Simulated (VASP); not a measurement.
# BN (Qingsongite) (F-43m) in VASP: a series of runs

BN (Qingsongite) is run at these levels: PBEsol; tasks: relaxation of cell and atoms.

Program: VASP 6.6.1. These are calculated values, not measurements. Logs are shortened: lines on timing, memory, paths and dates and some standing lists are left out, and cuts for length are marked.

## 1. The cell of the first run

The structure is cubic, space group F-43m (No. 216). Conventional cell: a = 3.476 Å, b = 3.476 Å, c = 3.476 Å, α = 90.00°, β = 90.00°, γ = 90.00°. B (site symmetry -43m) has 4 N at 1.51 Å within 2.0 Å. N (site symmetry -43m) has 4 B at 1.51 Å within 2.0 Å.

## 2. Relaxation of cell and atoms, PBEsol, target pressure 51.9 GPa, at which the enthalpy is minimised

The input, INCAR:

```
PREC = Accurate
ENCUT = 600
EDIFF = 1E-7
ISMEAR = 0
SIGMA = 0.1
LREAL = False
LASPH = True
NELM = 120
ALGO = Normal
ISIF = 3
LWAVE = False
LCHARG = False
GGA = PS
IBRION = 2
NSW = 80
EDIFFG = -0.05
PSTRESS = 519.0
GGA_COMPAT = False
NELMIN = 4
```

The input, KPOINTS:

```
regular mesh
0
Gamma
  10 10 10
```

The input, POSCAR:

```
BN
1.0
    0.0000000000      1.7378284745      1.7378284745
    1.7378284745      0.0000000000      1.7378284745
    1.7378284745      1.7378284745      0.0000000000
B N
1 1
Direct
    0.0000000000      0.0000000000      0.0000000000
    0.2500000000      0.2500000000      0.2500000000
```

Potentials or basis: VASP PAW PBE potentials, release 64 (B, N).

Started as:

```sh
$ cat potpaw_PBE.64/B/POTCAR potpaw_PBE.64/N/POTCAR > POTCAR
$ mpirun -np 1 vasp_std > vasp.out
```

OUTCAR:

```text
PREC = Accurate
   ENCUT = 600
   EDIFF = 1E-7
   ISMEAR = 0
   LREAL = False
   LASPH = True
   NELM = 120
   ISIF = 3
   GGA = PS
   IBRION = 2
   NSW = 80
   EDIFFG = -0.05
   PSTRESS = 519.0
   NELMIN = 4

 ion  position               nearest neighbor table
   1  0.000  0.000  0.000-   2 1.51   2 1.51   2 1.51   2 1.51
   2  0.250  0.250  0.250-   1 1.51   1 1.51   1 1.51   1 1.51

  LATTYP: Found a face centered cubic cell.
 ALAT       =     3.4756569490

  Lattice vectors:

 A1 = (   0.0000000000,   1.7378284745,   1.7378284745)
 A2 = (   1.7378284745,   0.0000000000,   1.7378284745)
 A3 = (   1.7378284745,   1.7378284745,   0.0000000000)

Analysis of symmetry for initial positions (statically):
=====================================================================
 Subroutine PRICEL returns:
 Original cell was already a primitive cell.

 Routine SETGRP: Setting up the symmetry group for a
 face centered cubic supercell.

 Subroutine GETGRP returns: Found 24 space group operations
 (whereof 24 operations were pure point group operations)
 out of a pool of 48 trial point group operations.

The static configuration has the point symmetry T_d .

Analysis of symmetry for dynamics (positions and initial velocities):
=====================================================================
 Subroutine PRICEL returns:
 Original cell was already a primitive cell.

 Routine SETGRP: Setting up the symmetry group for a
 face centered cubic supercell.

 Subroutine GETGRP returns: Found 24 space group operations
 (whereof 24 operations were pure point group operations)
 out of a pool of 48 trial point group operations.

The dynamic configuration has the point symmetry T_d .

 Subroutine INISYM returns: Found 24 space group operations
 (whereof 24 operations are pure point group operations),
 and found     1 'primitive' translations

----------------------------------------------------------------------------------------

                                     Primitive cell

  volume of cell :      10.4967

  direct lattice vectors                    reciprocal lattice vectors
     0.000000000  1.737828475  1.737828475    -0.287715392  0.287715392  0.287715392
     1.737828475  0.000000000  1.737828475     0.287715392 -0.287715392  0.287715392
     1.737828475  1.737828475  0.000000000     0.287715392  0.287715392 -0.287715392

  length of vectors
     2.457660598  2.457660598  2.457660598     0.498337676  0.498337676  0.498337676

  position of ions in fractional coordinates (direct lattice)
     0.000000000  0.000000000  0.000000000
     0.250000000  0.250000000  0.250000000

  ion indices of the primitive-cell ions
   primitive index   ion index
                 1           1
                 2           2

----------------------------------------------------------------------------------------

 KPOINTS: regular mesh

Automatic generation of k-mesh.
 Grid dimensions read from file:
 generate k-points for:   10   10   10

 Generating k-lattice:

  Cartesian coordinates                     Fractional coordinates (reciprocal lattice)
    -0.028771539  0.028771539  0.028771539     0.100000000  0.000000000  0.000000000
     0.028771539 -0.028771539  0.028771539     0.000000000  0.100000000  0.000000000
     0.028771539  0.028771539 -0.028771539     0.000000000  0.000000000  0.100000000

  Length of vectors
     0.049833768  0.049833768  0.049833768

  Shift w.r.t. Gamma in fractional coordinates (k-lattice)
     0.000000000  0.000000000  0.000000000

 Subroutine IBZKPT returns following result:
 ===========================================

 Found     47 irreducible k-points:

 Following reciprocal coordinates:
            Coordinates               Weight
  0.000000  0.000000  0.000000      1.000000
  0.100000  0.000000  0.000000      8.000000
  0.200000  0.000000  0.000000      8.000000
  0.300000  0.000000  0.000000      8.000000
  0.400000  0.000000  0.000000      8.000000
  0.500000  0.000000  0.000000      4.000000
[... 16 lines left out ...]
  0.300000  0.300000  0.000000      6.000000
  0.400000  0.300000  0.000000     24.000000
 [... further k-points ...]
   k-points           NKPTS =     47   k-points in BZ     NKDIM =     47   number of bands    NBANDS=      8
   number of dos      NEDOS =    301   number of ions     NIONS =      2
   total plane-waves  NPLWV =   8000
   dimension x,y,z NGX =    20 NGY =   20 NGZ =   20
   dimension x,y,z NGXF=    40 NGYF=   40 NGZF=   40
   ions per type =               1   1
   NGX,Y,Z   is equivalent  to a cutoff of  13.53, 13.53, 13.53 a.u.
   NGXF,Y,Z  is equivalent  to a cutoff of  27.06, 27.06, 27.06 a.u.
 SYSTEM =  unknown system
   PREC   = accura    normal or accurate (medium, high low for compatibility)
   ISTART =      0    job   : 0-new  1-cont  2-samecut
   ICHARG =      2    charge: 1-file 2-atom 10-const
   ISPIN  =      1    spin polarized calculation?
   LNONCOLLINEAR =      F non collinear calculations
   LSORBIT =      F    spin-orbit coupling
   LASPH  =      T    aspherical Exc in radial PAW
   ENCUT  =  600.0 eV  44.10 Ry    6.64 a.u.   4.91  4.91  4.91*2*pi/ulx,y,z
   NELM   =    120;   NELMIN=  4; NELMDL= -5     # of ELM steps
   EDIFF  = 0.1E-06   stopping-criterion for ELM
   LREAL  =      F    real-space projection
   EDIFFG = -.5E-01   stopping-criterion for IOM
   NSW    =     80    number of steps for IOM
   IBRION =      2    ionic relax: 0-MD 1-quasi-New 2-CG
   NFREE  =      1    steps in history (QN), initial steepest desc. (CG)
   ISIF   =      3    stress and relaxation
   ISYM   =      2    0-nonsym 1-usesym 2-fastsym
   POTIM  = 0.5000    time-step for ionic-motion
   TEBEG  =    0.0;   TEEND  =   0.0 temperature during run
   PSTRESS=  519.0 pullay stress
   NELECT =       8.0000    total number of electrons
   NUPDOWN=      -1.0000    fix difference up-down
   EMIN   =  10.00;   EMAX   =-10.00  energy-range for DOS
   EFERMI =   0.00;   METHOD = LEGACY
   ISMEAR =     0;   SIGMA  =   0.10  broadening in eV -4-tet -1-fermi 0-gaus
   EFERMI_NEDOS =   21; number of points for ismear=-14 and -15
   IALGO  =     38    algorithm
   IMIX   =      4    mixing-type and parameters
     AMIX     =   0.40;   BMIX     =  1.00
     AMIX_MAG =   1.60;   BMIX_MAG =  1.00
  volume/ion in A,a.u.               =       5.25        35.42
  Fermi-wavevector in a.u.,A,eV,Ry     =   1.495390  2.825878 30.425245  2.236192
  Thomas-Fermi vector in A             =   2.607541
   LORBIT       =      0    0 simple, 1 ext, 2 COOP (PROOUT), +10 PAW based schemes
   GGA     = PS    functional components
   LHFCALC =     F    Hartree Fock is set to
   AEXX    =    0.0000 exact exchange contribution
   IVDW    =     0    specifies the selected vdW correction
   LEPSILON=     F    determine dielectric tensor
   LRPA    =     F    only Hartree local field effects (RPA)
 conjugate gradient relaxation of ions
 non-spin polarized calculation
 Gauss-broadening in eV      SIGMA  =   0.10
  energy-cutoff  :      600.00
  volume of cell :       10.50
 maximum number of plane-waves:       360
   NGX =  9   NGY =  9   NGZ =  9

 number of electron       8.0000002 magnetization

 Free energy of the ion-electron system (eV)
  ---------------------------------------------------
  ext. energy  EPLUGINS =         0.00000000
  ---------------------------------------------------
  free energy    TOTEN  =       -18.16026141 eV

  energy without entropy =      -18.16026141  energy(sigma->0) =      -18.16026141

 E-fermi :   9.3024     XC(G=0): -13.6015

 val. band max:        8.8871904520   @ k =   0.0000   0.0000   0.0000
 cond. band min:      13.2788082733   @ k =   0.5000   0.5000   0.0000
 fundamental gap:      4.3916178213
 Fermi energy:         9.3024015144

 k-point     1 :       0.0000    0.0000    0.0000
  band No.  band energies     occupation
      1     -12.7747      2.00000
      2       8.8872      2.00000
      3       8.8872      2.00000
      4       8.8872      2.00000
      5      18.2029      0.00000
      6      18.2029      0.00000
      7      18.2029      0.00000
      8      21.1263      0.00000

 k-point     2 :       0.1000    0.0000    0.0000
  band No.  band energies     occupation
      1     -12.5069      2.00000
      2       7.4981      2.00000
      3       8.5954      2.00000
      4       8.5954      2.00000
      5      18.6426      0.00000
      6      18.6426      0.00000
      7      18.6775      0.00000
      8      21.8302      0.00000

 k-point     3 :       0.2000    0.0000    0.0000
  band No.  band energies     occupation
      1     -11.7154      2.00000
      2       4.5230      2.00000
      3       7.9471      2.00000
      4       7.9471      2.00000
      5      19.3857      0.00000
      6      19.5296      0.00000
      7      19.5296      0.00000
      8      23.3194      0.00000

 k-point     4 :       0.3000    0.0000    0.0000
  band No.  band energies     occupation
      1     -10.4497      2.00000
      2       1.2642      2.00000
      3       7.2990      2.00000
      4       7.2990      2.00000
      5      19.9946      0.00000
      6      20.1034      0.00000
      7      20.1034      0.00000
      8      24.4583      0.00000

 k-point     5 :       0.4000    0.0000    0.0000
  band No.  band energies     occupation
      1      -8.8938      2.00000
      2      -1.6063      2.00000
      3       6.8568      2.00000
      4       6.8568      2.00000
      5      20.1863      0.00000
      6      20.1863      0.00000
      7      20.4179      0.00000
      8      24.9979      0.00000
[... 177 lines left out ...]
 k-point    22 :      -0.2000    0.2000    0.0000
  band No.  band energies     occupation
      1     -10.0314      2.00000
      2       2.1680      2.00000
      3       4.0968      2.00000
      4       7.4258      2.00000
      5      20.1888      0.00000
      6      20.6064      0.00000
      7      21.4336      0.00000
      8      24.2235      0.00000

 k-point    23 :       0.3000    0.3000    0.0000
  band No.  band energies     occupation
      1      -9.6936      2.00000
      2       3.3843      2.00000
      3       4.7171      2.00000
      4       4.7171      2.00000
      5      15.2575      0.00000
      6      20.2900      0.00000
      7      24.9448      0.00000
      8      24.9448      0.00000

 k-point    24 :       0.4000    0.3000    0.0000
  band No.  band energies     occupation
      1      -8.5456      2.00000
      2       1.6011      2.00000
      3       3.7988      2.00000
      4       4.2612      2.00000
      5      15.1614      0.00000
      6      20.1050      0.00000
      7      25.8854      0.00000
      8      25.9176      0.00000

 [... further k-points ...]

------------------------ aborting loop because EDIFF is reached ----------------------------------------

  FORCE on cell =-STRESS in cart. coord.  units (eV):
  Direction    XX          YY          ZZ          XY          YZ          ZX
  --------------------------------------------------------------------------------------
  -------------------------------------------------------------------------------------
  Total        3.4501617      3.4501617      3.4501617     -0.0000000     -0.0000000     -0.0000000
  in kB      526.6223856    526.6223856    526.6223856     -0.0000000     -0.0000000     -0.0000000
  external PRESSURE =       7.6223856 kB  Pullay stress =     519.0000000 kB

 VOLUME and BASIS-vectors are now :
 -----------------------------------------------------------------------------
  energy-cutoff  :      600.00
  volume of cell :       10.50
      direct lattice vectors                 reciprocal lattice vectors
     0.000000000  1.737828475  1.737828475    -0.287715392  0.287715392  0.287715392
     1.737828475  0.000000000  1.737828475     0.287715392 -0.287715392  0.287715392
     1.737828475  1.737828475  0.000000000     0.287715392  0.287715392 -0.287715392

 POSITION                                       TOTAL-FORCE (eV/Angst)
 -----------------------------------------------------------------------------------
      0.00000      0.00000      0.00000        -0.000000     -0.000000     -0.000000
      0.86891      0.86891      0.86891         0.000000      0.000000      0.000000
 -----------------------------------------------------------------------------------
    total drift:                                0.000000      0.000000      0.000000

  FREE ENERGIE OF THE ION-ELECTRON SYSTEM (eV)
  ---------------------------------------------------
  free  energy   TOTEN  =       -18.1602614083 eV

  energy  without entropy=      -18.1602614083  energy(sigma->0) =      -18.16026141

  enthalpy is  TOTEN    =       -14.7600376480 eV   P V=        3.4002237603

 reached required accuracy - stopping structural energy minimisation
```

It took 2.4 s on 1 thread of Intel Xeon 6975P-C (Granite Rapids), shared host; peak memory 0.12 GiB.

Results:

```
Free energy             : -18.1603 eV
Pressure after relaxing : 52.7 GPa
Band gap on the k mesh  : 4.39 eV, indirect (least direct gap 9.32 eV)
```

Final structure:
```
B N
1.0
     0.00000    1.73783    1.73783
     1.73783    0.00000    1.73783
     1.73783    1.73783    0.00000
B N
1 1
Direct
  0.00000 0.00000 0.00000
  0.25000 0.25000 0.25000
```

Levels at points of the mesh, in eV from the valence-band top:
| k point | band 1 | band 2 | band 3 | band 4 | band 5 | band 6 | band 7 | band 8 |
| --- | --- | --- | --- | --- | --- | --- | --- | --- |
| (0.00, 0.00, 0.00) | -21.66 | 0.00 | 0.00 | 0.00 | 9.32 | 9.32 | 9.32 | 12.24 |
| (0.50, 0.00, 0.00) | -16.81 | -11.92 | -2.18 | -2.18 | 11.26 | 11.26 | 11.68 | 16.27 |
| (0.50, 0.50, 0.00) | -15.27 | -9.78 | -5.56 | -5.56 | 4.39 | 9.74 | 19.75 | 19.75 |

Caveat: the relaxation stopped at its first step, so nothing moved; the cell is relaxed towards a set pressure, so the enthalpy falls and the energy may rise; the PAW data sets were made with another functional, which shifts forces and pressure a little. A k mesh can miss the band edges.

## 3. Relaxation of cell and atoms, PBEsol, target pressure 51.9 GPa, at which the enthalpy is minimised

This run uses another cell than the first one, of 5.91 Å³/atom, 1.125 times its volume.

The input, INCAR:

```
SYSTEM = BN
ALGO = Normal
EDIFF = 1E-7
EDIFFG = -0.05
ENCUT = 600
GGA = PS
GGA_COMPAT = .FALSE.
IBRION = 2
ISIF = 3
ISMEAR = 0
LASPH = .TRUE.
LCHARG = .FALSE.
LREAL = .FALSE.
LWAVE = .FALSE.
NELM = 120
NELMIN = 4
NSW = 80
PREC = Accurate
PSTRESS = 519.0
SIGMA = 0.1
```

The input, KPOINTS:

```
k-points
0
G
  10 10 10
  0 0 0
```

The input, POSCAR:

```
BN
1.0
    0.0000000000      1.8075000000      1.8075000000
    1.8075000000      0.0000000000      1.8075000000
    1.8075000000      1.8075000000      0.0000000000
B N
1 1
Direct
    0.0000000000      0.0000000000      0.0000000000
    0.2500000000      0.2500000000      0.2500000000
```

Potentials or basis: VASP PAW PBE potentials, release 64 (B, N).

Started as:

```sh
$ cat potpaw_PBE.64/B/POTCAR potpaw_PBE.64/N/POTCAR > POTCAR
$ mpirun -np 1 vasp_std > vasp.out
```

It took 6.9 s on 1 thread of Intel Xeon 6975P-C (Granite Rapids), shared host; peak memory 0.11 GiB.

Results (log left out):

```
Free energy                                            : -18.1728 eV
Relaxed volume                                         : 5.26 Å³/atom
Relaxed cell                                           : a = 2.459 Å, b = 2.459 Å, c = 2.459 Å, α = 60.00°, β = 60.00°, γ = 60.00°
Space group after relaxing (to 0.05 Å)                 : F-43m (No. 216)
Energy change on relaxing (the enthalpy is what falls) : +88.7 meV/atom
Ionic steps                                            : 4
Pressure after relaxing                                : 51.4 GPa
Band gap on the k mesh                                 : 4.39 eV, indirect (least direct gap 9.31 eV)
```

The path:
```
step  energy change (eV)  largest force (eV/Å)  pressure (GPa)  volume (Å³)
   1              0.0000                0.0000           -2.64        11.81
   2              1.4919                0.0000          198.57         8.70
   3              0.1591                0.0000           48.23        10.58
   4              0.1775                0.0000           51.38        10.52
```

Final structure:
```xyz
2
Lattice="0.0000 1.7391 1.7391 1.7391 0.0000 1.7391 1.7391 1.7391 0.0000" Properties=species:S:1:pos:R:3 pbc="T T T"
B     0.0000    0.0000    0.0000
N     0.8695    0.8695    0.8695
```

Levels at points of the mesh, in eV from the valence-band top:
```csv
k point,band 1,band 2,band 3,band 4,band 5,band 6,band 7,band 8
"(0.00, 0.00, 0.00)",-21.63,0.00,0.00,0.00,9.31,9.31,9.31,12.20
"(0.50, 0.00, 0.00)",-16.79,-11.90,-2.18,-2.18,11.25,11.25,11.65,16.25
"(0.50, 0.50, 0.00)",-15.25,-9.76,-5.54,-5.54,4.39,9.73,19.72,19.72
```

Caveat: the cell is relaxed towards a set pressure, so the enthalpy falls and the energy may rise; the PAW data sets were made with another functional, which shifts forces and pressure a little. As with any semilocal functional, this PBEsol gap is likely too small.
